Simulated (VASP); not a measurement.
**Fe: single point with PBE**

The system is Fe.

```xyz
1
Lattice="-1.2600 1.4158 1.4158 1.2600 -1.4158 1.4158 1.2600 1.4158 -1.4158" Properties=species:S:1:pos:R:3 pbc="T T T"
Fe    0.0000    0.0000    0.0000
```

This cell differs from its parent crystal: normal strain along x -0.1100, normal strain along z +0.0000.

```json
{
  "Program": "VASP 6.6.1",
  "Task": "single point",
  "Functional": "PBE",
  "Potentials or basis": "VASP PAW PBE potentials, release 64 (Fe)",
  "Cutoff": "520 eV",
  "k mesh": "10 × 10 × 10",
  "Occupations": "gaussian, width 0.15 eV",
  "Spin": "collinear spin, ferromagnetic start",
  "Starting moments": "[2.44] μB",
  "Dipole correction": "no",
  "Further INCAR settings": "ALGO = Normal; EDIFF = 1e-06; NBANDS = 14"
}
```

```yaml
Pressure: 29.1 GPa
Net_moment: 1.91 μB per cell
Site_moments: Fe +1.89 μB
Valence_electrons_inside_the_program's_atomic_spheres: Fe 7.55
```

Stress tensor (GPa, compression positive):
```
45.27  0.00  0.00
 0.00 21.00  0.00
 0.00  0.00 21.00
```

Levels at points of the mesh, in eV from the Fermi level:
Spin up:
| k point | band 1 | band 2 | band 3 | band 4 | band 5 | band 6 | band 7 | band 8 | band 9 | band 10 |
| --- | --- | --- | --- | --- | --- | --- | --- | --- | --- | --- |
| (0.00, 0.00, 0.00) | -9.23 | -3.06 | -2.25 | -2.25 | -1.63 | -0.85 | 24.97 | 24.97 | 28.35 | 31.20 |
| (0.50, 0.00, 0.00) | -5.60 | -3.18 | -1.62 | -1.22 | -0.29 | 0.51 | 7.60 | 21.13 | 25.03 | 27.27 |
| (0.00, 0.50, 0.00) | -5.69 | -4.17 | -1.23 | -0.29 | 0.62 | 0.86 | 8.94 | 18.56 | 20.82 | 24.48 |
| (0.50, 0.50, 0.50) | -5.83 | -5.49 | 0.22 | 0.22 | 0.50 | 9.16 | 9.16 | 14.21 | 15.53 | 17.64 |
Spin down:
```tsv
k point	band 1	band 2	band 3	band 4	band 5	band 6	band 7
(0.00, 0.00, 0.00)	-9.04	-1.63	-0.54	-0.54	0.66	1.85	24.84
(0.50, 0.00, 0.00)	-4.55	-1.60	-0.16	0.43	1.45	2.46	8.81
(0.00, 0.50, 0.00)	-4.52	-2.80	1.03	1.27	2.09	2.45	10.16
(0.50, 0.50, 0.50)	-4.16	-3.90	2.15	2.15	2.22	9.43	9.43
```

Wall time 17 s on 1 thread of Intel(R) Xeon(R) Platinum 8488C (Sapphire Rapids), on a shared host, peak memory 0.14 GiB.

Caveat: the cell differs from its parent crystal (normal strain along x -0.1100, normal strain along z +0.0000).
